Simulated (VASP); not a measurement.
A run of VASP 6.6.1 is set up as follows.

Contents of POSCAR:

```
Pt
1.0
   -1.5842200000      1.5842200000      1.5842200000
    1.5842200000     -1.5842200000      1.5842200000
    1.5842200000      1.5842200000     -1.5842200000
Pt
1
Direct
    0.0000000000      0.0000000000      0.0000000000
```

Contents of INCAR.step1:

```
SYSTEM = Pt
PREC     = Accurate       ! precision mode
ENCUT    = 600            ! plane-wave cutoff, eV
ISMEAR   = -1             ! smearing method
SIGMA    = 0.1            ! smearing width, eV
LREAL    = .False.        ! projectors in reciprocal space
LASPH    = .True.         ! aspherical terms in the spheres
NELM     = 100            ! most SCF steps
GGA      = PE             ! functional
ALGO     = Normal         ! electronic algorithm
EDIFF    = 1E-4           ! SCF threshold, eV
LWAVE    = .True.         ! write WAVECAR
LCHARG   = .False.        ! write CHGCAR
```

Contents of INCAR.step2:

```
SYSTEM = Pt
PREC     = Accurate       ! precision mode
ENCUT    = 600            ! plane-wave cutoff, eV
EDIFF    = 1E-6           ! SCF threshold, eV
ISMEAR   = -1             ! smearing method
SIGMA    = 0.1            ! smearing width, eV
LREAL    = .False.        ! projectors in reciprocal space
LASPH    = .True.         ! aspherical terms in the spheres
NELM     = 100            ! most SCF steps
ALGO     = Normal         ! electronic algorithm
ISIF     = 3              ! what is computed and relaxed
LWAVE    = .False.        ! write WAVECAR
LCHARG   = .False.        ! write CHGCAR
METAGGA  = R2SCAN         ! meta-GGA
LMIXTAU  = .True.       
IBRION   = 2              ! ionic algorithm
NSW      = 80             ! ionic steps
EDIFFG   = -0.005         ! ionic threshold
PSTRESS  = 60.0         
ISTART   = 1
```

The input KPOINTS:

```
regular mesh
0
Gamma
  15 15 15
  0 0 0
```

Potentials or basis: VASP PAW PBE potentials, release 64 (Pt).

Launch:

```sh
$ cat potpaw_PBE.64/Pt/POTCAR > POTCAR
$ cp INCAR.step1 INCAR
$ mpirun -np 1 vasp_std > vasp.out
$ cp INCAR.step2 INCAR
$ mpirun -np 1 vasp_std > vasp.out
```

(1) Predict the space group after relaxing (to 0.05 Å).

(2) What does it give for the band gap on the k mesh?

(3) What does it give for the relaxed cell?

Results:

(1) Im-3m (No. 229).

(2) zero (band 5 reaches 11.75 eV, above the bottom of band 6 at 9.33 eV).

(3) a = 2.702 Å, b = 2.702 Å, c = 2.702 Å, α = 109.47°, β = 109.47°, γ = 109.47°.

Caveat: the cell is relaxed towards a set pressure, so the enthalpy falls and the energy may rise; spin-orbit coupling is left out, which moves the levels of the heavy elements.
